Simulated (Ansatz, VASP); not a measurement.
## Re in VASP and in Ansatz

```xyz
2
Lattice="2.5677 0.0000 0.0000 -1.2839 2.2237 0.0000 0.0000 0.0000 4.1057" Properties=species:S:1:pos:R:3 pbc="T T T"
Re    0.0000    1.4825    1.0264
Re    1.2839    0.7412    3.0793
```

Change from the starting cell: volume scaled by 0.96.

Alike in both runs: task single point; functional PBEsol; k mesh 18 × 18 × 10; occupations fermi-dirac, width 0.05 eV; no spin polarisation.

|  | VASP | Ansatz |
| --- | --- | --- |
| version | VASP 6.6.1 | Ansatz 0.2.0 |
| potentials or method | VASP PAW PBE potentials, release 64 (Re), cutoff 520 eV | all-electron LAPW, scalar-relativistic |

Ansatz gave:

* pressure (GPa): 134.0
* traceless stress, the component that is largest in VASP (GPa): 5.93

Q: What did VASP give for the same quantities?

A: Pressure (GPa): 139.2; traceless stress, the component that is largest in VASP (GPa): 5.97.

VASP's potentials were made for PBE, not for PBEsol. Both programs put the cell under a high pressure, so it lies far from rest at this level. Ansatz ran all-electron here, and VASP with PAW potentials.

Spin-orbit coupling is off throughout. Noted on VASP's run: the cell as given lies far from equilibrium.
